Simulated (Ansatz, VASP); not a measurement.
**One calculation of HfSn2S6, two programs**

```xyz
9
Lattice="3.6843 0.0000 0.0000 -1.8422 3.1907 0.0000 0.0000 0.0000 20.4166" Properties=species:S:1:pos:R:3 pbc="T T T"
Hf    0.0000    0.0000   10.2083
Sn    0.0000    0.0000   16.9831
Sn    0.0000    0.0000    3.4335
S     0.0000    2.1272   18.4681
S     0.0000    2.1272    4.9186
S     0.0000    2.1272   11.6396
S     1.8422    1.0636    1.9486
S     1.8422    1.0636    8.7771
S     1.8422    1.0636   15.4980
```

Alike in both runs: functional PBE; k mesh 12 × 12 × 2; occupations gaussian, width 0.02 eV; no spin polarisation.

Ansatz relaxed the structure, and its values are those at the end. VASP's run is a single point on that final structure, the one shown.

```csv
,VASP,Ansatz
version,VASP 6.6.1,Ansatz 0.2.0
potentials or method,"VASP PAW PBE potentials, release 64 (Hf_pv, Sn_d, S), cutoff 520 eV","scalar-relativistic, plane waves, PAW"
valence electrons in the cell,74,90
```

|  | VASP | Ansatz | Ansatz less VASP |
| --- | --- | --- | --- |
| gap on the k mesh at the Fermi level (eV) | 1.22 | 1.20 | -0.022 |
| least direct gap on the mesh (eV) | 1.76 | 1.76 | +0.002 |
| pressure (GPa) | -0.2 | 0.0 | +0.24 |
| rms of the force components (eV/Å) | 0.018 | 0.003 | -0.0146 |

The functional is the same, so the differences come from potentials, cutoffs and numerics. VASP's potentials hold 74 valence electrons a cell and Ansatz's 90, so a difference there can come from the potentials and not from the codes.

Spin-orbit coupling is off throughout.
